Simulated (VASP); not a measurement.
Runs of VASP 6.6.1 on Lu. The structure is that of space group Fm-3m (No. 225), or close to it. The cells are those of the table. This isn't the form of Lu at room conditions, which is hcp.

```tsv
task	cell	gap on the mesh (eV)	pressure (GPa)
relaxation of cell and atoms	relaxed from a = 3.465 Å, angles 60.0°, 1 atom	none	0.0
single point	a = 3.453 Å, angles 60.0°, 1 atom	none	0.2
single point	a = 2.878 Å, angles 60.0°, 1 atom	none	61.0
single point	a = 2.981 Å, angles 60.0°, 1 atom	none	40.8
single point	a = 3.135 Å, angles 60.0°, 1 atom	none	(a)
relaxation of cell and atoms	relaxed to 20 GPa from a = 3.465 Å, angles 60.0°, 1 atom	none	19.9
```

Alike in all rows: level PBE; potentials or basis VASP PAW PBE potentials, release 64 (Lu); no spin polarisation; k mesh 14 × 14 × 14; cutoff (eV) 600; smearing fermi-dirac 0.1 eV.

Task: Fill in the values left out.

Result: (a) 20.6.

Caveats: spin-orbit coupling is left out, which moves the levels of the heavy elements; the cell stands under pressure (at least some runs); the cell is relaxed towards a set pressure, so the run minimises the enthalpy, not the energy (at least some runs).

A k mesh can miss the band edges, and the runs leave out spin-orbit coupling on Lu.

A gap of «none» marks levels without a gap at the run's occupations.
